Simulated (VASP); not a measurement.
# AsO (Pbcm) in VASP: a series of runs

AsO is run at these levels: PBE; tasks: single point.

Program: VASP 6.6.1. These are calculated values, not measurements. Logs are shortened: lines on timing, memory, paths and dates and some standing lists are left out, and cuts for length are marked.

## Step 1: The cell of the first run

Symmetry: Pbcm, No. 57, orthorhombic system. The conventional cell has a = 5.366 Å, b = 4.720 Å, c = 5.888 Å, α = 90.00°, β = 90.00°, γ = 90.00°. Within 2.4 Å of As (site symmetry m) lie 2 O at 1.82 to 1.83 Å. O (site symmetry m) has 2 As at 1.82 to 1.83 Å within 2.4 Å.

## Step 2: Single point, PBE

INCAR

```
SYSTEM = AsO
ALGO = Normal ; EDIFF = 1E-6
ENCUT = 520 ; GGA = PE
ISIF = 2 ; ISMEAR = 0
LASPH = .TRUE. ; LCHARG = .TRUE.
LELF = .TRUE. ; LREAL = .FALSE.
LVHAR = .TRUE. ; LWAVE = .FALSE.
NBANDS = 32 ; NELM = 80
PREC = Accurate ; SIGMA = 0.1
```

KPOINTS

```
k-points
0
G
  4 4 4
  0 0 0
```

POSCAR

```
AsO
1.0
    5.3664840970      0.0000000000      0.0000000000
    0.0000000000      4.7195736773      0.0000000000
    0.0000000000      0.0000000000      5.8880166029
As O
4 4
Direct
    0.2035673093      0.2478104794      0.2500000000
    0.7964326907      0.7521895206      0.7500000000
    0.2035673093      0.2521895206      0.7500000000
    0.7964326907      0.7478104794      0.2500000000
    0.8814476413      0.1214298062      0.2500000000
    0.1185523587      0.8785701938      0.7500000000
    0.8814476413      0.3785701938      0.7500000000
    0.1185523587      0.6214298062      0.2500000000
```

Potentials or basis: VASP PAW PBE potentials, release 64 (As, O).

Launch:

```console
$ cat potpaw_PBE.64/As/POTCAR potpaw_PBE.64/O/POTCAR > POTCAR
$ mpirun -np 1 vasp_std > vasp.out
```

OUTCAR:

```text
SYSTEM = AsO
   EDIFF = 1E-6
   ENCUT = 520
   GGA = PE
   ISIF = 2
   ISMEAR = 0
   LASPH = .TRUE.
   LREAL = .FALSE.
   NELM = 80
   PREC = Accurate

 ion  position               nearest neighbor table
   1  0.204  0.248  0.250-   8 1.82   5 1.83
   2  0.796  0.752  0.750-   7 1.82   6 1.83
   3  0.204  0.252  0.750-   6 1.82   7 1.83
   4  0.796  0.748  0.250-   5 1.82   8 1.83
   5  0.881  0.121  0.250-   4 1.82   1 1.83
   6  0.119  0.879  0.750-   3 1.82   2 1.83
   7  0.881  0.379  0.750-   2 1.82   3 1.83
   8  0.119  0.621  0.250-   1 1.82   4 1.83

  LATTYP: Found a simple orthorhombic cell.
 ALAT       =     4.7195736773
 B/A-ratio  =     1.1370696728
 C/A-ratio  =     1.2475738288

  Lattice vectors:

 A1 = (   0.0000000000,  -4.7195736773,   0.0000000000)
 A2 = (   5.3664840970,   0.0000000000,   0.0000000000)
 A3 = (   0.0000000000,   0.0000000000,   5.8880166029)

Analysis of symmetry for initial positions (statically):
=====================================================================
 Subroutine PRICEL returns:
 Original cell was already a primitive cell.

 Routine SETGRP: Setting up the symmetry group for a
 simple orthorhombic supercell.

 Subroutine GETGRP returns: Found  8 space group operations
 (whereof  2 operations were pure point group operations)
 out of a pool of  8 trial point group operations.

The static configuration has the point symmetry S_2 .
 The point group associated with its full space group is D_2h.

Analysis of symmetry for dynamics (positions and initial velocities):
=====================================================================
 Subroutine PRICEL returns:
 Original cell was already a primitive cell.

 Routine SETGRP: Setting up the symmetry group for a
 simple orthorhombic supercell.

 Subroutine GETGRP returns: Found  8 space group operations
 (whereof  2 operations were pure point group operations)
 out of a pool of  8 trial point group operations.

The dynamic configuration has the point symmetry S_2 .
 The point group associated with its full space group is D_2h.

 Subroutine INISYM returns: Found  8 space group operations
 (whereof  2 operations are pure point group operations),
 and found     1 'primitive' translations

----------------------------------------------------------------------------------------

                                     Primitive cell

  volume of cell :     149.1288
[... 106 lines left out ...]
   NFREE  =      0    steps in history (QN), initial steepest desc. (CG)
   ISIF   =      2    stress and relaxation
   ISYM   =      2    0-nonsym 1-usesym 2-fastsym
   POTIM  = 0.5000    time-step for ionic-motion
   TEBEG  =    0.0;   TEEND  =   0.0 temperature during run
   PSTRESS=    0.0 pullay stress
   NELECT =      44.0000    total number of electrons
   NUPDOWN=      -1.0000    fix difference up-down
   EMIN   =  10.00;   EMAX   =-10.00  energy-range for DOS
   EFERMI =   0.00;   METHOD = LEGACY
   ISMEAR =     0;   SIGMA  =   0.10  broadening in eV -4-tet -1-fermi 0-gaus
   EFERMI_NEDOS =   21; number of points for ismear=-14 and -15
   IALGO  =     38    algorithm
   IMIX   =      4    mixing-type and parameters
     AMIX     =   0.40;   BMIX     =  1.00
     AMIX_MAG =   1.60;   BMIX_MAG =  1.00
  volume/ion in A,a.u.               =      18.64       125.80
  Fermi-wavevector in a.u.,A,eV,Ry     =   1.089863  2.059542 16.161014  1.187801
  Thomas-Fermi vector in A             =   2.226075
   LORBIT       =      0    0 simple, 1 ext, 2 COOP (PROOUT), +10 PAW based schemes
   GGA     = PE    functional components
   LHFCALC =     F    Hartree Fock is set to
   AEXX    =    0.0000 exact exchange contribution
   IVDW    =     0    specifies the selected vdW correction
   LEPSILON=     F    determine dielectric tensor
   LRPA    =     F    only Hartree local field effects (RPA)
 non-spin polarized calculation
 Gauss-broadening in eV      SIGMA  =   0.10
  energy-cutoff  :      520.00
  volume of cell :      149.13
 maximum number of plane-waves:      4034
 NGX is ok and might be reduce to    40
   NGX = 19   NGY = 17   NGZ = 21

 number of electron      44.0000000 magnetization

 Free energy of the ion-electron system (eV)
  ---------------------------------------------------
  ext. energy  EPLUGINS =         0.00000000
  ---------------------------------------------------
  free energy    TOTEN  =       -44.57775546 eV

  energy without entropy =      -44.56389614  energy(sigma->0) =      -44.57082580

 E-fermi :   3.4580     XC(G=0):  -8.8059

 val. band max:        3.4520948898   @ k =   0.2500   0.5000   0.5000
 cond. band min:       3.4809264950   @ k =   0.0000   0.5000   0.5000
 fundamental gap:      0.0288316051
 Fermi energy:         3.4580086345

 k-point     1 :       0.0000    0.0000    0.0000
  band No.  band energies     occupation
      1     -18.3632      2.00000
      2     -17.9617      2.00000
      3     -16.4702      2.00000
      4     -16.4636      2.00000
      5     -10.0006      2.00000
      6      -8.7890      2.00000
[... 829 lines left out ...]
     31       8.4644      0.00000
     32       8.4644      0.00000

 [... further k-points ...]

------------------------ aborting loop because EDIFF is reached ----------------------------------------

  FORCE on cell =-STRESS in cart. coord.  units (eV):
  Direction    XX          YY          ZZ          XY          YZ          ZX
  --------------------------------------------------------------------------------------
  -------------------------------------------------------------------------------------
  Total        1.1862886      1.1750895      0.0231257     -0.0000000      0.0000000      0.0000000
  in kB       12.7449843     12.6246656      0.2484525     -0.0000000      0.0000000      0.0000000
  external PRESSURE =       8.5393675 kB  Pullay stress =       0.0000000 kB

 VOLUME and BASIS-vectors are now :
 -----------------------------------------------------------------------------
  energy-cutoff  :      520.00
  volume of cell :      149.13
      direct lattice vectors                 reciprocal lattice vectors
     5.366484097  0.000000000  0.000000000     0.186341743  0.000000000  0.000000000
     0.000000000  4.719573677  0.000000000     0.000000000  0.211883545  0.000000000
     0.000000000  0.000000000  5.888016603     0.000000000  0.000000000  0.169836478

 POSITION                                       TOTAL-FORCE (eV/Angst)
 -----------------------------------------------------------------------------------
      1.09244      1.16956      1.47200         0.224160     -0.110524      0.000000
      4.27404      3.55001      4.41601        -0.224160      0.110524     -0.000000
      1.09244      1.19023      4.41601         0.224160      0.110524     -0.000000
      4.27404      3.52935      1.47200        -0.224160     -0.110524      0.000000
      4.73027      0.57310      1.47200        -0.086641      0.111596      0.000000
      0.63621      4.14648      4.41601         0.086641     -0.111596     -0.000000
      4.73027      1.78669      4.41601        -0.086641     -0.111596     -0.000000
      0.63621      2.93288      1.47200         0.086641      0.111596      0.000000
 -----------------------------------------------------------------------------------
    total drift:                                0.000000      0.000000     -0.000000

  FREE ENERGIE OF THE ION-ELECTRON SYSTEM (eV)
  ---------------------------------------------------
  free  energy   TOTEN  =       -44.5777554562 eV

  energy  without entropy=      -44.5638961421  energy(sigma->0) =      -44.57082580
```

OSZICAR:

```text
N       E                     dE             d eps       ncg     rms          rms(c)
DAV:   1     0.256670402336E+03    0.25667E+03   -0.20444E+04  1728   0.120E+03
DAV:   2    -0.267156051708E+02   -0.28339E+03   -0.27237E+03  2280   0.250E+02
DAV:   3    -0.501844198501E+02   -0.23469E+02   -0.23156E+02  2160   0.771E+01
DAV:   4    -0.505215929702E+02   -0.33717E+00   -0.33634E+00  2000   0.983E+00
DAV:   5    -0.505260077011E+02   -0.44147E-02   -0.44128E-02  2096   0.106E+00    0.167E+01
DAV:   6    -0.446703778317E+02    0.58556E+01   -0.27054E+01  1824   0.333E+01    0.768E+00
DAV:   7    -0.446200530511E+02    0.50325E-01   -0.31635E+00  1856   0.974E+00    0.397E+00
DAV:   8    -0.445949344904E+02    0.25119E-01   -0.47092E-01  1888   0.412E+00    0.130E+00
DAV:   9    -0.445760548675E+02    0.18880E-01   -0.10473E-01  2136   0.209E+00    0.278E-01
DAV:  10    -0.445773605890E+02   -0.13057E-02   -0.12127E-02  1984   0.678E-01    0.824E-02
DAV:  11    -0.445777038483E+02   -0.34326E-03   -0.10980E-03  2000   0.183E-01    0.435E-02
DAV:  12    -0.445777456455E+02   -0.41797E-04   -0.24332E-04  2096   0.961E-02    0.185E-02
DAV:  13    -0.445777557039E+02   -0.10058E-04   -0.37011E-05  2088   0.371E-02    0.642E-03
DAV:  14    -0.445777554562E+02    0.24772E-06   -0.27304E-06  1656   0.920E-03
   1 F= -.44577755E+02 E0= -.44570826E+02  d E =-.138593E-01
```

stdout:

```text
POSCAR found type information on POSCAR AsO
 POSCAR found :  2 types and       8 ions
 scaLAPACK will be used
 LDA part: xc-table for (Slater+PW92), standard interpolation
 POSCAR, INCAR and KPOINTS ok, starting setup
 FFT: planning ... GRIDC
 FFT: planning ... GRID_SOFT
 FFT: planning ... GRID
 WAVECAR not read
 entering main loop
```

Wall time 63 s (1 thread of Intel Xeon 6975P-C (Granite Rapids), shared host); peak memory 0.29 GiB.

What came out:

```yaml
Free_energy: -44.5778 eV
Pressure: 0.9 GPa
Largest_force: 0.250 eV/Å
Band_gap_on_the_k_mesh: zero (bands 22 and 23 overlap by 0.03 eV)
```

Forces in eV/Å, atoms in the order of the input:
```
As   0.224 -0.111  0.000
As  -0.224  0.111  0.000
As   0.224  0.111  0.000
As  -0.224 -0.111  0.000
O   -0.087  0.112  0.000
O    0.087 -0.112  0.000
O   -0.087 -0.112  0.000
O    0.087  0.112  0.000
```

Stress tensor (GPa, compression positive):
```
1.27 0.00 0.00
0.00 1.26 0.00
0.00 0.00 0.02
```

Levels at points of the mesh, in eV from the Fermi level:
| k point | band 18 | band 19 | band 20 | band 21 | band 22 | band 23 | band 24 | band 25 | band 26 | band 27 |
| --- | --- | --- | --- | --- | --- | --- | --- | --- | --- | --- |
| (0.00, 0.00, 0.00) | -4.05 | -3.99 | -3.63 | -3.16 | -1.06 | 1.60 | 1.95 | 2.19 | 3.26 | 3.79 |
| (0.50, 0.00, 0.00) | -3.95 | -3.77 | -3.61 | -3.10 | -0.85 | 0.89 | 1.85 | 2.18 | 2.53 | 3.44 |
| (0.00, 0.50, 0.00) | -4.33 | -4.21 | -4.21 | -1.88 | -1.88 | 1.81 | 1.81 | 2.87 | 2.87 | 3.38 |
| (0.50, 0.50, 0.00) | -4.26 | -3.97 | -3.97 | -2.06 | -2.06 | 0.42 | 0.42 | 2.45 | 2.45 | 3.87 |
| (0.00, 0.00, 0.50) | -3.98 | -3.88 | -3.88 | -0.39 | -0.39 | 0.83 | 0.83 | 1.82 | 1.82 | 2.82 |
| (0.50, 0.00, 0.50) | -3.82 | -3.82 | -3.82 | -0.67 | -0.67 | 0.99 | 0.99 | 1.29 | 1.29 | 2.83 |
| (0.00, 0.50, 0.50) | -4.73 | -4.73 | -4.73 | 0.02 | 0.02 | 0.02 | 0.02 | 2.62 | 2.62 | 2.62 |
| (0.50, 0.50, 0.50) | -4.49 | -4.49 | -4.49 | -0.01 | -0.01 | -0.01 | -0.01 | 1.43 | 1.43 | 1.43 |

Caveat: this functional lacks dispersion, which binds layers or chains, so the pressure and a relaxed spacing across them are unreliable.

(Continued in part 2 of 2.)

The gap in the log of VASP goes by the Fermi energy; the results here count the filled bands.